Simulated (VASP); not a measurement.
A run of VASP 6.6.1 is set up as follows.

INCAR

```
PREC     = Accurate       # precision mode
ENCUT    = 600            # plane-wave cutoff, eV
EDIFF    = 1E-6           # SCF threshold, eV
ISMEAR   = -1             # smearing method
SIGMA    = 0.0184         # smearing width, eV
LREAL    = F              # projectors in reciprocal space
LASPH    = T              # aspherical terms in the spheres
NELM     = 120            # most SCF steps
ALGO     = Normal         # electronic algorithm
ISIF     = 2              # what is computed and relaxed
LWAVE    = F              # write WAVECAR
LCHARG   = F              # write CHGCAR
GGA      = PE             # functional
NBANDS   = 11             # bands
GGA_COMPAT= F
```

File KPOINTS:

```
Automatic mesh
0
Gamma
  10 10 10
```

The input POSCAR:

```
Be2C
1.0
    0.0000000000      2.1644920000      2.1644920000
    2.1644920000      0.0000000000      2.1644920000
    2.1644920000      2.1644920000      0.0000000000
Be C
2 1
Direct
    0.2500000000      0.2500000000      0.2500000000
    0.7500000000      0.7500000000      0.7500000000
    0.0000000000      0.0000000000      0.0000000000
```

Potentials or basis: VASP PAW PBE potentials, release 64 (Be, C).

The run is started by

```bash
$ cat potpaw_PBE.64/Be/POTCAR potpaw_PBE.64/C/POTCAR > POTCAR
$ mpirun -np 1 vasp_std > vasp.out
```

(1) Estimate the band gap on the k mesh.

(2) Predict the pressure.

## Answers

(1) 1.16 eV, indirect (least direct gap 4.13 eV).

(2) 0.2 GPa.
